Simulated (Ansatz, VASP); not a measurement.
# One calculation of GaSb, two programs

File POSCAR:

```
GaSb
1.0
    0.0000000000      3.0658788000      3.0658788000
    3.0658788000      0.0000000000      3.0658788000
    3.0658788000      3.0658788000      0.0000000000
Ga Sb
1 1
Direct
    0.0000000000      0.0000000000      0.0000000000
    0.2500000000      0.2500000000      0.2500000000
```

The input INCAR.step1:

```
PREC = Accurate
ENCUT = 550
ISMEAR = -1
SIGMA = 0.02
LREAL = F
LASPH = T
NELM = 120
NBANDS = 21
GGA = PE
ALGO = Normal
EDIFF = 1E-5
LWAVE = T
LCHARG = F
GGA_COMPAT = F
```

INCAR.step2

```
PREC = Accurate
ENCUT = 550
EDIFF = 1E-6
ISMEAR = -1
SIGMA = 0.02
LREAL = F
LASPH = T
NELM = 120
ALGO = Normal
ISIF = 2
LWAVE = F
LCHARG = T
METAGGA = R2SCAN
LMIXTAU = T
LELF = T
LVHAR = T
NBANDS = 21
ISTART = 1
GGA_COMPAT = F
```

KPOINTS

```
regular mesh
0
Gamma
  6 6 6
```

Input for Ansatz:

```yaml
crystal:
  lattice:
    - [0.0, 3.0658788, 3.0658788]
    - [3.0658788, 0.0, 3.0658788]
    - [3.0658788, 3.0658788, 0.0]
  atoms:
    - { symbol: Ga, position: [0.0, 0.0, 0.0] }
    - { symbol: Sb, position: [0.25, 0.25, 0.25] }
kpoints:
  mp_grid: { grid: [6, 6, 6] }
hamiltonian:
  xc: r2scan
scf:
  occupations: { method: fermi_dirac, width: 0.02 }
  n_extra_bands: 4
output:
  forces: true
  stress: true
  eigenvalues: true
```

Alike in both runs: task single point; functional r2SCAN; k mesh 6 × 6 × 6; occupations fermi-dirac, width 0.02 eV; no spin polarisation.

|  | VASP | Ansatz |
| --- | --- | --- |
| version | VASP 6.6.1 | Ansatz 0.2.0 |
| potentials or method | VASP PAW PBE potentials, release 64 (Ga_d, Sb_d_GW) | plane waves, PAW |
| plane-wave cutoff (eV) | 550 | 500 |
| valence electrons in the cell | 28 | 28 |

```csv
,VASP,Ansatz,Ansatz less VASP
pressure (GPa),0.0,0.0,0.00
```

VASP's potentials were made for PBE, not for r2SCAN.

Neither program's run includes spin-orbit coupling.
